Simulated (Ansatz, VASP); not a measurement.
# AgRh: VASP beside Ansatz

File INCAR:

```
SYSTEM = AgRh
PREC     = Accurate       ! precision mode
ENCUT    = 520            ! plane-wave cutoff, eV
EDIFF    = 1E-6           ! SCF threshold, eV
ISMEAR   = -1             ! smearing method
SIGMA    = 0.05           ! smearing width, eV
LREAL    = .False.        ! projectors in reciprocal space
LASPH    = .True.         ! aspherical terms in the spheres
NELM     = 60             ! most SCF steps
ALGO     = Fast           ! electronic algorithm
ISIF     = 2              ! what is computed and relaxed
LWAVE    = .False.        ! write WAVECAR
LCHARG   = .False.        ! write CHGCAR
GGA      = RP             ! functional
NBANDS   = 20             ! bands
```

KPOINTS

```
regular mesh
0
Gamma
  6 6 3
  0 0 0
```

File POSCAR:

```
AgRh
1.0
    2.7775881998      0.0000000000      0.0000000000
   -1.3887940999      2.4054619423      0.0000000000
    0.0000000000      0.0000000000      4.8086020000
Ag Rh
1 1
Direct
    0.0000000000      0.0000000000      0.5000000000
    0.6666666667      0.3333333333      0.0000000000
```

The input input.yaml:

```yaml
crystal:
  lattice:
    - [2.7775881998, 0.0, 0.0]
    - [-1.3887940999, 2.4054619423, 0.0]
    - [0.0, 0.0, 4.808602]
  atoms:
    - { symbol: Ag, position: [0.0, 0.0, 0.5] }
    - { symbol: Rh, position: [0.6666666667, 0.3333333333, 0.0] }
hamiltonian:
  xc: rpbe
  pseudopotentials: { kind: paw }
kpoints:
  mp_grid: { grid: [6, 6, 3] }
  band_path:
    path:
      - [[0.0, 0.0, 0.0], [0.5, 0.0, 0.0], [0.3333333333, 0.3333333333, 0.0], [0.0, 0.0, 0.0], [0.0, 0.0, 0.5], [0.5, 0.0, 0.5], [0.3333333333, 0.3333333333, 0.5], [0.0, 0.0, 0.5]]
      - [[0.5, 0.0, 0.5], [0.5, 0.0, 0.0]]
      - [[0.3333333333, 0.3333333333, 0.0], [0.3333333333, 0.3333333333, 0.5]]
    npoints: 14
scf:
  occupations: { method: fermi_dirac, width: 0.05 }
  n_extra_bands: 6
output:
  forces: true
  stress: true
  eigenvalues: true
  fatbands: false
```

Alike in both runs: functional RPBE; k mesh 6 × 6 × 3; occupations fermi-dirac, width 0.05 eV; no spin polarisation.

|  | VASP | Ansatz |
| --- | --- | --- |
| version | VASP 6.6.1 | Ansatz 0.2.0 |
| potentials or method | VASP PAW PBE potentials, release 64 (Ag, Rh_pv) | Ansatz PAW |
| plane-wave cutoff (eV) | 520 | 420 |
| valence electrons in the cell | 26 | 36 |
| task | single point | band structure |

Ansatz gave:

```
gap on the k mesh at the Fermi level (eV)                     : none
pressure (GPa)                                                : 2.2
traceless stress, the component that is largest in VASP (GPa) : 0.11
```

Task: Estimate VASP's values.

Result: gap on the k mesh at the Fermi level (eV): none; pressure (GPa): 2.2; traceless stress, the component that is largest in VASP (GPa): 0.12.

VASP's potentials were made for PBE, not for RPBE. A gap of «none» marks a metal or a gap that the smearing closes. VASP's potentials hold 26 valence electrons a cell and Ansatz's 36, so a difference there can come from the potentials and not from the codes.

The k mesh is coarse, so the values compare programs but aren't converged.
